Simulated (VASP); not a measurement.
# SnO2 (I4_1/amd) in VASP: notebook, part 2 of 2

VASP 6.6.1.

## (3) Single point, LDA (13.36 Å³/atom)

Contents of INCAR:

```
SYSTEM = SnO2
  ALGO = Normal
  EDIFF = 1E-6
  ENCUT = 520
  GGA = CA
  ISIF = 2
  ISMEAR = 0
  LASPH = .True.
  LCHARG = .True.
  LELF = .True.
  LREAL = .False.
  LVHAR = .True.
  LWAVE = .False.
  NBANDS = 35
  NELM = 100
  PREC = Accurate
  SIGMA = 0.05
```

Contents of KPOINTS:

```
k-points
0
Gamma
  10 10 10
  0 0 0
```

Contents of POSCAR:

```
SnO2
1.0
   -2.0252375671      2.0252375671      4.8873032969
    2.0252375671     -2.0252375671      4.8873032969
    2.0252375671      2.0252375671     -4.8873032969
Sn O
2 4
Direct
    0.7500000000      0.2500000000      0.5000000000
    0.0000000000      0.0000000000      0.0000000000
    0.7921311480      0.7921311480      0.0000000000
    0.9578688520      0.4578688520      0.5000000000
    0.2078688520      0.2078688520      0.0000000000
    0.5421311480      0.0421311480      0.5000000000
```

Potentials or basis: VASP PAW LDA potentials, release 64 (Sn_d, O).

The run is started by

```
cat potpaw_LDA.64/Sn_d/POTCAR potpaw_LDA.64/O/POTCAR > POTCAR
mpirun -np 1 vasp_std > vasp.out
```

OUTCAR:

```text
SYSTEM = SnO2
   EDIFF = 1E-6
   ENCUT = 520
   GGA = CA
   ISIF = 2
   ISMEAR = 0
   LASPH = .True.
   LREAL = .False.
   NELM = 100
   PREC = Accurate

 ion  position               nearest neighbor table
   1  0.750  0.250  0.500-   4 2.03   6 2.03   5 2.07   3 2.07   3 2.07   5 2.07   2 3.17   2 3.17
                             2 3.17   2 3.17
   2  0.000  0.000  0.000-   3 2.03   5 2.03   4 2.07   6 2.07   6 2.07   4 2.07   1 3.17   1 3.17
                             1 3.17   1 3.17
   3  0.792  0.792  0.000-   2 2.03   1 2.07   1 2.07
   4  0.958  0.458  0.500-   1 2.03   2 2.07   2 2.07
   5  0.208  0.208  0.000-   2 2.03   1 2.07   1 2.07
   6  0.542  0.042  0.500-   1 2.03   2 2.07   2 2.07

  LATTYP: Found a body centered tetragonal cell.
 ALAT       =     4.0504751342
 C/A-ratio  =     2.4132000000

  Lattice vectors:

 A1 = (  -2.0252375671,   2.0252375671,   4.8873032969)
 A2 = (   2.0252375671,  -2.0252375671,   4.8873032969)
 A3 = (   2.0252375671,   2.0252375671,  -4.8873032969)

Analysis of symmetry for initial positions (statically):
=====================================================================
 Subroutine PRICEL returns:
 Original cell was already a primitive cell.

 Routine SETGRP: Setting up the symmetry group for a
 body centered tetragonal supercell.

 Subroutine GETGRP returns: Found 16 space group operations
 (whereof  8 operations were pure point group operations)
 out of a pool of 16 trial point group operations.

The static configuration has the point symmetry D_2d.
 The point group associated with its full space group is D_4h.

Analysis of symmetry for dynamics (positions and initial velocities):
=====================================================================
 Subroutine PRICEL returns:
 Original cell was already a primitive cell.

 Routine SETGRP: Setting up the symmetry group for a
 body centered tetragonal supercell.

 Subroutine GETGRP returns: Found 16 space group operations
 (whereof  8 operations were pure point group operations)
 out of a pool of 16 trial point group operations.

The dynamic configuration has the point symmetry D_2d.
 The point group associated with its full space group is D_4h.

 Subroutine INISYM returns: Found 16 space group operations
 (whereof  8 operations are pure point group operations),
 and found     1 'primitive' translations

----------------------------------------------------------------------------------------

                                     Primitive cell

  volume of cell :      80.1828

  direct lattice vectors                    reciprocal lattice vectors
    -2.025237567  2.025237567  4.887303297     0.000000000  0.246884616  0.102305908
     2.025237567 -2.025237567  4.887303297     0.246884616  0.000000000  0.102305908
     2.025237567  2.025237567 -4.887303297     0.246884616  0.246884616  0.000000000

  length of vectors
     5.664707223  5.664707223  5.664707223     0.267242423  0.267242423  0.349147573

  position of ions in fractional coordinates (direct lattice)
     0.750000000  0.250000000  0.500000000
     0.000000000  0.000000000  0.000000000
     0.792131148  0.792131148  0.000000000
     0.957868852  0.457868852  0.500000000
[... 39 lines left out ...]
            Coordinates               Weight
  0.000000  0.000000  0.000000      1.000000
  0.100000  0.000000  0.000000      8.000000
  0.200000  0.000000  0.000000      8.000000
  0.300000  0.000000  0.000000      8.000000
  0.400000 -0.000000  0.000000      8.000000
  0.500000 -0.000000  0.000000      4.000000
[... 16 lines left out ...]
  0.300000  0.300000  0.000000      8.000000
  0.400000  0.300000  0.000000     16.000000
 [... further k-points ...]
   k-points           NKPTS =    102   k-points in BZ     NKDIM =    102   number of bands    NBANDS=     35
   number of dos      NEDOS =    301   number of ions     NIONS =      6
   total plane-waves  NPLWV =  74088
   dimension x,y,z NGX =    42 NGY =   42 NGZ =   42
   dimension x,y,z NGXF=    84 NGYF=   84 NGZF=   84
   ions per type =               2   4
   NGX,Y,Z   is equivalent  to a cutoff of  12.33, 12.33, 12.33 a.u.
   NGXF,Y,Z  is equivalent  to a cutoff of  24.65, 24.65, 24.65 a.u.
 SYSTEM =  SnO2
   PREC   = accura    normal or accurate (medium, high low for compatibility)
   ISTART =      0    job   : 0-new  1-cont  2-samecut
   ICHARG =      2    charge: 1-file 2-atom 10-const
   ISPIN  =      1    spin polarized calculation?
   LNONCOLLINEAR =      F non collinear calculations
   LSORBIT =      F    spin-orbit coupling
   LASPH  =      T    aspherical Exc in radial PAW
   ENCUT  =  520.0 eV  38.22 Ry    6.18 a.u.  10.53 10.53 10.53*2*pi/ulx,y,z
   NELM   =    100;   NELMIN=  2; NELMDL= -5     # of ELM steps
   EDIFF  = 0.1E-05   stopping-criterion for ELM
   LREAL  =      F    real-space projection
   EDIFFG = 0.1E-04   stopping-criterion for IOM
   NSW    =      0    number of steps for IOM
   IBRION =     -1    ionic relax: 0-MD 1-quasi-New 2-CG
   NFREE  =      0    steps in history (QN), initial steepest desc. (CG)
   ISIF   =      2    stress and relaxation
   ISYM   =      2    0-nonsym 1-usesym 2-fastsym
   POTIM  = 0.5000    time-step for ionic-motion
   TEBEG  =    0.0;   TEEND  =   0.0 temperature during run
   PSTRESS=    0.0 pullay stress
   NELECT =      52.0000    total number of electrons
   NUPDOWN=      -1.0000    fix difference up-down
   EMIN   =  10.00;   EMAX   =-10.00  energy-range for DOS
   EFERMI =   0.00;   METHOD = LEGACY
   ISMEAR =     0;   SIGMA  =   0.05  broadening in eV -4-tet -1-fermi 0-gaus
   EFERMI_NEDOS =   21; number of points for ismear=-14 and -15
   IALGO  =     38    algorithm
   IMIX   =      4    mixing-type and parameters
     AMIX     =   0.40;   BMIX     =  1.00
     AMIX_MAG =   1.60;   BMIX_MAG =  1.00
  volume/ion in A,a.u.               =      13.36        90.18
  Fermi-wavevector in a.u.,A,eV,Ry     =   1.417040  2.677818 27.320542  2.008003
  Thomas-Fermi vector in A             =   2.538312
   LORBIT       =      0    0 simple, 1 ext, 2 COOP (PROOUT), +10 PAW based schemes
   GGA     = CA    functional components
   LHFCALC =     F    Hartree Fock is set to
   AEXX    =    0.0000 exact exchange contribution
   IVDW    =     0    specifies the selected vdW correction
   LEPSILON=     F    determine dielectric tensor
   LRPA    =     F    only Hartree local field effects (RPA)
 non-spin polarized calculation
 Gauss-broadening in eV      SIGMA  =   0.05
  energy-cutoff  :      520.00
  volume of cell :       80.18
 maximum number of plane-waves:      2181
   NGX = 21   NGY = 21   NGZ = 21

 number of electron      51.9999995 magnetization

 Free energy of the ion-electron system (eV)
  ---------------------------------------------------
  ext. energy  EPLUGINS =         0.00000000
  ---------------------------------------------------
  free energy    TOTEN  =       -41.66650538 eV

  energy without entropy =      -41.66650538  energy(sigma->0) =      -41.66650538

 E-fermi :   4.2152     XC(G=0): -10.9882

 val. band max:        3.9946377781   @ k =   0.3000   0.3000   0.2000
 cond. band min:       5.7708805878   @ k =   0.0000   0.0000   0.0000
 fundamental gap:      1.7762428096
 Fermi energy:         4.2152438546

 k-point     1 :       0.0000    0.0000    0.0000
  band No.  band energies     occupation
      1     -16.4888      2.00000
      2     -16.3109      2.00000
      3     -16.1708      2.00000
      4     -15.7147      2.00000
      5     -15.5378      2.00000
      6     -15.5378      2.00000
[... 901 lines left out ...]
     34      15.2530      0.00000
     35      16.4034      0.00000

 [... further k-points ...]

------------------------ aborting loop because EDIFF is reached ----------------------------------------

  FORCE on cell =-STRESS in cart. coord.  units (eV):
  Direction    XX          YY          ZZ          XY          YZ          ZX
  --------------------------------------------------------------------------------------
  -------------------------------------------------------------------------------------
  Total       -1.0653741     -1.0653741      2.6906410      0.0000000      0.0000000      0.0000000
  in kB      -21.2878350    -21.2878350     53.7631987      0.0000000      0.0000000      0.0000000
  external PRESSURE =       3.7291762 kB  Pullay stress =       0.0000000 kB

 VOLUME and BASIS-vectors are now :
 -----------------------------------------------------------------------------
  energy-cutoff  :      520.00
  volume of cell :       80.18
      direct lattice vectors                 reciprocal lattice vectors
    -2.025237567  2.025237567  4.887303297     0.000000000  0.246884616  0.102305908
     2.025237567 -2.025237567  4.887303297     0.246884616  0.000000000  0.102305908
     2.025237567  2.025237567 -4.887303297     0.246884616  0.246884616  0.000000000

 POSITION                                       TOTAL-FORCE (eV/Angst)
 -----------------------------------------------------------------------------------
     -0.00000      2.02524      2.44365        -0.000000     -0.000000     -0.000000
      0.00000      0.00000      0.00000        -0.000000     -0.000000     -0.000000
      0.00000      0.00000      7.74277        -0.000000      0.000000     -0.070593
      0.00000      2.02524      4.47549         0.000000     -0.000000      0.070593
      0.00000      0.00000      2.03184        -0.000000      0.000000      0.070593
      0.00000      2.02524      0.41182         0.000000     -0.000000     -0.070593
 -----------------------------------------------------------------------------------
    total drift:                               -0.000000     -0.000000      0.000000

  FREE ENERGIE OF THE ION-ELECTRON SYSTEM (eV)
  ---------------------------------------------------
  free  energy   TOTEN  =       -41.6665053839 eV

  energy  without entropy=      -41.6665053839  energy(sigma->0) =      -41.66650538
```

It took 3.6 min on 1 thread of AMD EPYC 9R45 (Zen 5), shared host; peak memory 0.33 GiB.

What came out:

```yaml
Free_energy: -41.6665 eV
Pressure: 0.4 GPa
Largest_force: 0.071 eV/Å
Band_gap_on_the_k_mesh: 1.78 eV (least direct gap 2.29 eV)
```

Forces in eV/Å, atoms in the order of the input:
```
Sn   0.000  0.000  0.000
Sn   0.000  0.000  0.000
O    0.000  0.000 -0.071
O    0.000  0.000  0.071
O    0.000  0.000  0.071
O    0.000  0.000 -0.071
```

Levels at points of the mesh, in eV from the valence-band top:
```tsv
k point	band 23	band 24	band 25	band 26	band 27	band 28	band 29	band 30
(0.00, 0.00, 0.00)	-0.72	-0.72	-0.52	-0.52	1.78	5.46	9.27	10.20
(0.50, 0.00, 0.00)	-0.88	-0.83	-0.70	-0.50	5.05	6.24	7.87	8.49
(0.50, 0.50, 0.00)	-0.78	-0.78	-0.07	-0.07	7.37	7.37	7.39	7.39
(0.50, 0.50, 0.50)	-1.04	-1.04	-0.40	-0.40	4.25	4.25	7.73	7.73
```

Caveat: the stress differs along the axes, from -2 to 5 GPa; spin-orbit coupling is left out, which moves the levels of the heavy elements. A k mesh can miss the band edges.

## (4) Single point, LDA (14.43 Å³/atom)

This run uses another cell than the first one, of 14.43 Å³/atom.

Contents of INCAR:

```
SYSTEM = SnO2
PREC = Accurate
ENCUT = 520
EDIFF = 1E-6
ISMEAR = 0
SIGMA = 0.05
LREAL = .False.
LASPH = .True.
NELM = 80
ALGO = Normal
ISIF = 2
LWAVE = .False.
LCHARG = .True.
LELF = .True.
LVHAR = .True.
NBANDS = 35
```

Contents of KPOINTS:

```
Automatic mesh
0
Gamma
  10 10 10
  0 0 0
```

Contents of POSCAR:

```
SnO2
1.0
   -2.0365362216      2.0365362216      5.2199169469
    2.0365362216     -2.0365362216      5.2199169469
    2.0365362216      2.0365362216     -5.2199169469
Sn O
2 4
Direct
    0.7500000000      0.2500000000      0.5000000000
    0.0000000000      0.0000000000      0.0000000000
    0.8001842669      0.8001842669      0.0000000000
    0.9498157331      0.4498157331      0.5000000000
    0.1998157331      0.1998157331      0.0000000000
    0.5501842669      0.0501842669      0.5000000000
```

The run is started by

```
cat potpaw_LDA.64/Sn_d/POTCAR potpaw_LDA.64/O/POTCAR > POTCAR
mpirun -np 1 vasp_std > vasp.out
```

Run time: 4.9 min. Hardware: 1 thread of AMD EPYC 9R45 (Zen 5), shared host; peak memory 0.38 GiB.

The run converged. Its results:

* Free energy: -41.5494 eV
* Pressure: -9.7 GPa
* Largest force: 0.052 eV/Å
* Band gap on the k mesh: 1.12 eV (least direct gap 1.40 eV)

Forces in eV/Å, atoms in the order of the input:
```
Sn   0.000  0.000  0.000
Sn   0.000  0.000  0.000
O    0.000  0.000 -0.052
O    0.000  0.000  0.052
O    0.000  0.000  0.052
O    0.000  0.000 -0.052
```

Stress tensor (GPa, compression positive):
```
-10.05   0.00   0.00
  0.00 -10.05   0.00
  0.00   0.00  -8.94
```

Levels at points of the mesh, in eV from the valence-band top:
| k point | band 23 | band 24 | band 25 | band 26 | band 27 | band 28 | band 29 | band 30 |
| --- | --- | --- | --- | --- | --- | --- | --- | --- |
| (0.00, 0.00, 0.00) | -0.61 | -0.61 | -0.28 | -0.28 | 1.12 | 5.19 | 8.82 | 9.26 |
| (0.50, 0.00, 0.00) | -0.69 | -0.69 | -0.47 | -0.37 | 4.30 | 5.66 | 7.46 | 8.01 |
| (0.50, 0.50, 0.00) | -0.78 | -0.78 | -0.07 | -0.07 | 6.50 | 6.50 | 7.24 | 7.24 |
| (0.50, 0.50, 0.50) | -0.99 | -0.99 | -0.19 | -0.19 | 3.86 | 3.86 | 7.22 | 7.22 |

Caveat: the cell stands under tension; spin-orbit coupling is left out, which moves the levels of the heavy elements. A k mesh can miss the band edges.

## (5) Summary

| cell | gap on the mesh (eV) | pressure (GPa) | largest force (eV/Å) |
| --- | --- | --- | --- |
| a = 5.968 Å, angles 142.0, 142.0, 54.9°, 6 atoms, atomic positions A | 1.76 | 2.2 | 0.02 |
| a = 5.665 Å, angles 138.1, 138.1, 60.7°, 6 atoms, atomic positions B | 1.78 | 0.4 | 0.07 |
| a = 5.962 Å, angles 140.1, 140.1, 57.8°, 6 atoms, atomic positions C | 1.12 | -9.7 | 0.05 |

Alike in all rows: task single point; level LDA; potentials or basis VASP PAW LDA potentials, release 64 (Sn_d, O); no spin polarisation; k mesh 10 × 10 × 10; cutoff (eV) 520; smearing gaussian 0.05 eV.

Caveats: spin-orbit coupling is left out, which moves the levels of the heavy elements; the stress differs along the axes, from -2 to 4 GPa (at least some runs); the stress differs along the axes, from -2 to 5 GPa (at least some runs); the cell stands under tension (at least some runs).

Absolute energies hang on the potentials; compare differences alone.
